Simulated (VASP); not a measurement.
The system is Mg2O.

```
Mg O
1.0
    -2.10456    2.10456    5.29003
     2.10456   -2.10456    5.29003
     2.10456    2.10456   -5.29003
Mg O
4 2
Direct
  0.20660 0.20660 0.00000
  0.95660 0.45660 0.50000
  0.54340 0.04340 0.50000
  0.79340 0.79340 0.00000
  0.00000 0.00000 0.00000
  0.75000 0.25000 0.50000
```

* Program: VASP 6.6.1
* Task: relaxation of cell and atoms
* Functional: PBE
* Potentials or basis: VASP PAW PBE potentials, release 64 (Mg, O)
* Cutoff: 600 eV
* k mesh: 6 × 6 × 6
* Occupations: gaussian, width 0.1 eV
* Spin: no spin polarisation

At the start: pressure -1.9 GPa; volume 15.62 Å³/atom.

Question: How do energy, volume and symmetry change on relaxing?

Answer: Over 13 steps the energy falls by 177.2 meV/atom and the volume is 13.91 Å³/atom (-10.9 %); space group I4_1/amd (No. 141, to 0.1 Å) before and after.

The path:
```csv
step,energy change (eV),largest force (eV/Å),pressure (GPa),volume (Å³)
1,0.0000,1.0670,-1.89,93.72
2,-0.2632,0.8976,-1.16,91.23
3,-0.7907,0.4643,2.32,83.85
4,-0.2538,0.6317,17.72,69.52
5,-0.8412,0.4640,5.70,80.10
6,-0.8476,0.2304,8.61,76.87
7,-0.9888,0.1062,4.29,79.15
8,-1.0064,0.3047,2.06,80.53
9,-1.0068,0.2830,2.31,80.38
10,-1.0355,0.2036,1.43,81.36
11,-1.0623,0.0319,-0.19,83.54
12,-1.0624,0.0208,-0.27,83.68
13,-1.0635,0.0031,0.01,83.47
```

Final structure:
```
Mg O
1.0
    -2.17435    2.17435    4.41368
     2.17435   -2.17435    4.41368
     2.17435    2.17435   -4.41368
Mg O
4 2
Direct
  0.24078 0.24078 0.00000
  0.99078 0.49078 0.50000
  0.50922 0.00922 0.50000
  0.75922 0.75922 0.00000
  0.00000 0.00000 0.00000
  0.75000 0.25000 0.50000
```
